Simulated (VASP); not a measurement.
Wanted: the native input for a VASP 6.6.1 run.

```yaml
Task: relaxation of cell and atoms
Functional: PBEsol
Potentials_or_basis: VASP PAW PBE potentials, release 64 (Co, O)
Cutoff: 600 eV
k_mesh: 6 × 6 × 6
Occupations: gaussian, width 0.1 eV
Spin: collinear spin, antiferromagnetic start
Starting_moments: "[-2.21, 2.21, -0.16, 0.16] μB"
Dipole_correction: no
Further_INCAR_settings: ALGO = Normal; EDIFF = 1e-07; IBRION = 2; EDIFFG = -0.05; NSW = 100; ISIF = 3
```

The structure of CoO lies in POSCAR:

```
CoO
1.0
    1.6022198417      0.9250420569      5.1329417806
   -1.6022198417      0.9250420569      5.1329417806
    0.0000000000     -1.8500841138      5.1329417806
Co O
2 2
Direct
    0.9994877300      0.9994877300      0.9994877300
    0.4994905900      0.4994905900      0.4994905900
    0.3754955300      0.3754955300      0.3754955300
    0.8755255000      0.8755255000      0.8755255000
```

One way to write it, as run:

INCAR

```
SYSTEM = CoO
  PREC = Accurate
  ENCUT = 600
  EDIFF = 1E-7
  ISMEAR = 0
  SIGMA = 0.1
  LREAL = .FALSE.
  LASPH = .TRUE.
  NELM = 150
  ALGO = Normal
  ISIF = 3
  LWAVE = .FALSE.
  LCHARG = .FALSE.
  ISPIN = 2
  MAGMOM = -2.21 2.21 -0.16 0.16
  LORBIT = 11
  LMAXMIX = 4
  GGA = PS
  IBRION = 2
  NSW = 100
  EDIFFG = -0.05
```

KPOINTS

```
Automatic mesh
0
G
  6 6 6
  0 0 0
```

Potentials or basis: VASP PAW PBE potentials, release 64 (Co, O).

Run with:

```bash
$ cat potpaw_PBE.64/Co/POTCAR potpaw_PBE.64/O/POTCAR > POTCAR
$ mpirun -np 1 vasp_std > vasp.out
```

It gave:

The relaxed volume is 10.50 Å³/atom, the relaxed cell is a = 5.290 Å, b = 5.290 Å, c = 5.290 Å, α = 34.33°, β = 34.33°, γ = 34.33° and the space group after relaxing (to 0.1 Å) is F-43m (No. 216). The energy gained by relaxing is 31.0 meV/atom and the ionic steps are 6. The pressure after relaxing is 0.0 GPa and the largest force after relaxing is 0.019 eV/Å. The band gap on the k mesh is zero (filled and empty bands overlap). The net moment is 0.00 μB per cell. The site moments are Co -1.96, +1.96; O -0.13, +0.13 μB and the valence electrons inside the program's atomic spheres are Co 8.20; O 4.99.

Caveat: the k points lie up to 0.39 Å⁻¹ apart in the final cell; the PAW data sets were made with another functional, which shifts forces and pressure a little; semilocal functionals often make such compounds metallic where correlation or magnetic order opens a gap, which also shifts bond lengths.

Run time: 13 min on 1 thread of Intel(R) Xeon(R) Platinum 8488C (Sapphire Rapids), on a shared host, peak memory 0.43 GiB.
